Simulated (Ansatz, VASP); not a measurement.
One calculation of SrO, two programs

```
Sr O
1.0
     3.93343    0.00000    0.00000
    -1.96671    3.40645    0.00000
     0.00000    0.00000    5.56804
Sr O
2 2
Direct
  0.33333 0.66667 0.93813
  0.66667 0.33333 0.43813
  0.33333 0.66667 0.43687
  0.66667 0.33333 0.93687
```

Change from the starting cell: strain -0.080 along x and y, +0.080 along z, atoms carried along.

Alike in both runs: task single point; functional LDA; k mesh 9 × 9 × 6; occupations gaussian, width 0.05 eV; no spin polarisation.

|  | VASP | Ansatz |
| --- | --- | --- |
| version | VASP 6.6.1 | Ansatz 0.2.0 |
| potentials or method | VASP PAW LDA potentials, release 64 (Sr_sv, O), cutoff 520 eV | scalar-relativistic, plane waves, PAW |
| valence electrons in the cell | 32 | 32 |

Ansatz gave:

* gap on the k mesh at the Fermi level (eV): 2.33
* least direct gap on the mesh (eV): 2.98
* pressure (GPa): 6.2
* traceless stress, the component that is largest in VASP (GPa): -13.13
* rms of the force components (eV/Å): 0.009

Problem. What did VASP give for the same quantities?

Solution. gap on the k mesh at the Fermi level (eV): 2.33; least direct gap on the mesh (eV): 2.98; pressure (GPa): 7.2; traceless stress, the component that is largest in VASP (GPa): -13.90; rms of the force components (eV/Å): 0.010.

LDA's correlation is that of Perdew and Zunger in VASP and of Perdew and Wang (1992) in Ansatz. Atom by atom the forces differ by 0.001 eV/Å (rms over components).
